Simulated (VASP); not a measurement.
Here is a VASP 6.6.1 calculation.

INCAR

```
PREC = Accurate ; ENCUT = 520
EDIFF = 1E-6 ; ISMEAR = 0
SIGMA = 0.05 ; LREAL = F
LASPH = T ; NELM = 60
ALGO = Normal ; ISIF = 2
LWAVE = F ; LCHARG = F
GGA = PE ; IVDW = 13
NBANDS = 18
```

Contents of KPOINTS:

```
Automatic mesh
0
Gamma
  6 6 6
```

File POSCAR:

```
BiTe
1.0
    0.0000000000      3.2349999084      3.2349999084
    3.2349999084      0.0000000000      3.2349999084
    3.2349999084      3.2349999084      0.0000000000
Bi Te
1 1
Direct
    0.5000000000      0.5000000000      0.5000000000
    0.0000000000      0.0000000000      0.0000000000
```

Potentials or basis: VASP PAW PBE potentials, release 64 (Bi_d, Te).

Run with:

```console
$ cat potpaw_PBE.64/Bi_d/POTCAR potpaw_PBE.64/Te/POTCAR > POTCAR
$ mpirun -np 1 vasp_std > vasp.out
```

(1) Predict the dispersion energy per atom.

(2) Estimate the pressure.

## Answers

(1) -0.494 eV.

(2) -1.3 GPa.

Caveat: pairwise dispersion overbinds metals, which lowers pressure and volume.
